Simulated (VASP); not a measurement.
# Ga (I4/mmm) in VASP: notebook

Ga is run at these levels: PBEsol; tasks: single point.

Program: VASP 6.6.1. These are calculated values, not measurements. Logs are shortened: lines on timing, memory, paths and dates and some standing lists are left out, and cuts for length are marked.

### Step 1. The cell of the first run

The structure is tetragonal, space group I4/mmm (No. 139). Conventional cell: a = 2.787 Å, b = 2.787 Å, c = 4.653 Å, α = 90.00°, β = 90.00°, γ = 90.00°. Within 3.7 Å of Ga (site symmetry 4/mmm) lie 12 Ga at 2.79 to 3.05 Å.

### Step 2. Single point, PBEsol

Input file INCAR:

```
  ALGO = Normal
  EDIFF = 1E-7
  ENCUT = 520
  GGA = PS
  ISIF = 2
  ISMEAR = -1
  LASPH = True
  LCHARG = False
  LREAL = False
  LWAVE = False
  NBANDS = 12
  NELM = 100
  PREC = Accurate
  SIGMA = 0.05
```

Input file KPOINTS:

```
k-points
0
Gamma
  13 13 13
```

Input file POSCAR:

```
Ga
1.0
   -1.3935671902      1.3935671902      2.3265304007
    1.3935671902     -1.3935671902      2.3265304007
    1.3935671902      1.3935671902     -2.3265304007
Ga
1
Direct
    0.0000000000      0.0000000000      0.0000000000
```

Potentials or basis: VASP PAW PBE potentials, release 64 (Ga_d).

The run is started by

```console
$ cat potpaw_PBE.64/Ga_d/POTCAR > POTCAR
$ mpirun -np 1 vasp_std > vasp.out
```

OUTCAR:

```text
EDIFF = 1E-7
   ENCUT = 520
   GGA = PS
   ISIF = 2
   ISMEAR = -1
   LASPH = True
   LREAL = False
   NELM = 100
   PREC = Accurate

 ion  position               nearest neighbor table
   1  0.000  0.000  0.000-

  LATTYP: Found a body centered tetragonal cell.
 ALAT       =     2.7871343804
 C/A-ratio  =     1.6694784558

  Lattice vectors:

 A1 = (  -1.3935671902,   1.3935671902,   2.3265304007)
 A2 = (   1.3935671902,  -1.3935671902,   2.3265304007)
 A3 = (   1.3935671902,   1.3935671902,  -2.3265304007)

Analysis of symmetry for initial positions (statically):
=====================================================================
 Subroutine PRICEL returns:
 Original cell was already a primitive cell.

 Routine SETGRP: Setting up the symmetry group for a
 body centered tetragonal supercell.

 Subroutine GETGRP returns: Found 16 space group operations
 (whereof 16 operations were pure point group operations)
 out of a pool of 16 trial point group operations.

The static configuration has the point symmetry D_4h.

Analysis of symmetry for dynamics (positions and initial velocities):
=====================================================================
 Subroutine PRICEL returns:
 Original cell was already a primitive cell.

 Routine SETGRP: Setting up the symmetry group for a
 body centered tetragonal supercell.

 Subroutine GETGRP returns: Found 16 space group operations
 (whereof 16 operations were pure point group operations)
 out of a pool of 16 trial point group operations.

The dynamic configuration has the point symmetry D_4h.

 Subroutine INISYM returns: Found 16 space group operations
 (whereof 16 operations are pure point group operations),
 and found     1 'primitive' translations

----------------------------------------------------------------------------------------

                                     Primitive cell

  volume of cell :      18.0728

  direct lattice vectors                    reciprocal lattice vectors
    -1.393567190  1.393567190  2.326530401     0.000000000  0.358791455  0.214912300
     1.393567190 -1.393567190  2.326530401     0.358791455  0.000000000  0.214912300
     1.393567190  1.393567190 -2.326530401     0.358791455  0.358791455  0.000000000

  length of vectors
     3.049065879  3.049065879  3.049065879     0.418232716  0.418232716  0.507407742

  position of ions in fractional coordinates (direct lattice)
     0.000000000  0.000000000  0.000000000

  ion indices of the primitive-cell ions
   primitive index   ion index
                 1           1
[... 79 lines left out ...]
   ISYM   =      2    0-nonsym 1-usesym 2-fastsym
   POTIM  = 0.5000    time-step for ionic-motion
   TEBEG  =    0.0;   TEEND  =   0.0 temperature during run
   PSTRESS=    0.0 pullay stress
   NELECT =      13.0000    total number of electrons
   NUPDOWN=      -1.0000    fix difference up-down
   EMIN   =  10.00;   EMAX   =-10.00  energy-range for DOS
   EFERMI =   0.00;   METHOD = LEGACY
   ISMEAR =    -1;   SIGMA  =   0.05  broadening in eV -4-tet -1-fermi 0-gaus
   EFERMI_NEDOS =   21; number of points for ismear=-14 and -15
   IALGO  =     38    algorithm
   IMIX   =      4    mixing-type and parameters
     AMIX     =   0.40;   BMIX     =  1.00
     AMIX_MAG =   1.60;   BMIX_MAG =  1.00
  volume/ion in A,a.u.               =      18.07       121.96
  Fermi-wavevector in a.u.,A,eV,Ry     =   1.466834  2.771915 29.274340  2.151603
  Thomas-Fermi vector in A             =   2.582524
   LORBIT       =      0    0 simple, 1 ext, 2 COOP (PROOUT), +10 PAW based schemes
   GGA     = PS    functional components
   LHFCALC =     F    Hartree Fock is set to
   AEXX    =    0.0000 exact exchange contribution
   IVDW    =     0    specifies the selected vdW correction
   LEPSILON=     F    determine dielectric tensor
   LRPA    =     F    only Hartree local field effects (RPA)
 non-spin polarized calculation
  energy-cutoff  :      520.00
  volume of cell :       18.07
 maximum number of plane-waves:       504
   NGX = 11   NGY = 11   NGZ = 11

 number of electron      12.9999996 magnetization

 Free energy of the ion-electron system (eV)
  ---------------------------------------------------
  ext. energy  EPLUGINS =         0.00000000
  ---------------------------------------------------
  free energy    TOTEN  =        -3.33574410 eV

  energy without entropy =       -3.33266746  energy(sigma->0) =       -3.33420578

 E-fermi :   5.7351     XC(G=0): -11.3673

 val. band max:        5.7177866967   @ k =  -0.1538  -0.3846   0.0769
 cond. band min:       5.7827379426   @ k =  -0.3077  -0.3846   0.0769
 fundamental gap:      0.0649512458
 Fermi energy:         5.7350563625

 k-point     1 :       0.0000    0.0000    0.0000
  band No.  band energies     occupation
      1      -9.2156      2.00000
      2      -9.0639      2.00000
      3      -9.0289      2.00000
      4      -9.0289      2.00000
      5      -8.8712      2.00000
      6      -5.5860      2.00000
      7      18.2286      0.00000
      8      18.5591      0.00000
      9      18.5591      0.00000
     10      21.9815      0.00000
     11      22.2785      0.00000
     12      22.9197      0.00000
[... 331 lines left out ...]
 k-point    24 :       0.4615    0.1538   -0.0000
  band No.  band energies     occupation
      1      -9.1615      2.00000
      2      -9.0983      2.00000
      3      -9.0334      2.00000
      4      -8.9210      2.00000
      5      -8.8283      2.00000
      6       1.4193      2.00000
      7       2.3116      2.00000
      8      12.1827      0.00000
      9      13.9437      0.00000
     10      17.7882      0.00000
     11      20.1215      0.00000
     12      26.3457      0.00000

 [... further k-points ...]

------------------------ aborting loop because EDIFF is reached ----------------------------------------

  FORCE on cell =-STRESS in cart. coord.  units (eV):
  Direction    XX          YY          ZZ          XY          YZ          ZX
  --------------------------------------------------------------------------------------
  -------------------------------------------------------------------------------------
  Total       -0.1558078     -0.1558078     -0.1612248      0.0000000      0.0000000      0.0000000
  in kB      -13.8125946    -13.8125946    -14.2928157      0.0000000      0.0000000      0.0000000
  external PRESSURE =     -13.9726683 kB  Pullay stress =       0.0000000 kB

 VOLUME and BASIS-vectors are now :
 -----------------------------------------------------------------------------
  energy-cutoff  :      520.00
  volume of cell :       18.07
      direct lattice vectors                 reciprocal lattice vectors
    -1.393567190  1.393567190  2.326530401     0.000000000  0.358791455  0.214912300
     1.393567190 -1.393567190  2.326530401     0.358791455  0.000000000  0.214912300
     1.393567190  1.393567190 -2.326530401     0.358791455  0.358791455  0.000000000

 POSITION                                       TOTAL-FORCE (eV/Angst)
 -----------------------------------------------------------------------------------
      0.00000      0.00000      0.00000        -0.000000      0.000000     -0.000000
 -----------------------------------------------------------------------------------
    total drift:                                0.000000      0.000000      0.000000

  FREE ENERGIE OF THE ION-ELECTRON SYSTEM (eV)
  ---------------------------------------------------
  free  energy   TOTEN  =        -3.3357441009 eV

  energy  without entropy=       -3.3326674550  energy(sigma->0) =       -3.33420578
```

stdout:

```text
POSCAR found type information on POSCAR Ga
 POSCAR found :  1 types and       1 ions
 scaLAPACK will be used
 -----------------------------------------------------------------------------
|                                                                             |
|                                                                             |
|     You enforced a specific xc type in the INCAR file but a different       |
|     I HOPE YOU KNOW WHAT YOU ARE DOING!                                     |
|                                                                             |
 -----------------------------------------------------------------------------

 LDA part: xc-table for (Slater+PW92), standard interpolation
 POSCAR, INCAR and KPOINTS ok, starting setup
 FFT: planning ... GRIDC
 FFT: planning ... GRID_SOFT
 FFT: planning ... GRID
 WAVECAR not read
 entering main loop
```

Run time: 11 s. Hardware: 1 thread of Intel Xeon 6975P-C (Granite Rapids), shared host; peak memory 0.16 GiB.

What came out:

- Free energy: -3.3357 eV
- Pressure: -1.4 GPa

Levels at points of the mesh, in eV from the Fermi level:
```
           k point  band 4  band 5  band 6  band 7  band 8  band 9
(0.00, 0.00, 0.00)  -14.76  -14.61  -11.32   12.49   12.82   12.82
```

Caveat: the PAW data sets were made with another functional, which shifts forces and pressure a little.

### Step 3. Single point, PBEsol

This run uses another cell than the first one, of 18.78 Å³/atom, 1.039 times its volume.

Input file INCAR:

```
PREC = Accurate
ENCUT = 520
EDIFF = 1E-7
ISMEAR = -1
SIGMA = 0.05
LREAL = False
LASPH = True
NELM = 100
ALGO = Normal
ISIF = 2
LWAVE = False
LCHARG = False
GGA = PS
NBANDS = 12
```

Input file KPOINTS:

```
regular mesh
0
Gamma
  13 13 13
```

Input file POSCAR:

```
Ga
1.0
   -1.4115506858      1.4115506858      2.3565534592
    1.4115506858     -1.4115506858      2.3565534592
    1.4115506858      1.4115506858     -2.3565534592
Ga
1
Direct
    0.0000000000      0.0000000000      0.0000000000
```

Potentials or basis: VASP PAW PBE potentials, release 64 (Ga_d).

The run is started by

```console
$ cat potpaw_PBE.64/Ga_d/POTCAR > POTCAR
$ mpirun -np 1 vasp_std > vasp.out
```

It took 13 s on 1 thread of Intel Xeon 6975P-C (Granite Rapids), shared host; peak memory 0.16 GiB.

The run converged. Its results:

```
Free energy : -3.3253 eV
Pressure    : -3.3 GPa
```

Levels at points of the mesh, in eV from the Fermi level:
```tsv
k point	band 2	band 3	band 4	band 5	band 6	band 7	band 8	band 9	band 10	band 11
(0.00, 0.00, 0.00)	-14.76	-14.72	-14.72	-14.58	-11.01	12.04	12.40	12.40	15.89	16.33
```

Caveat: the PAW data sets were made with another functional, which shifts forces and pressure a little.

(Continued in part 2 of 2.)
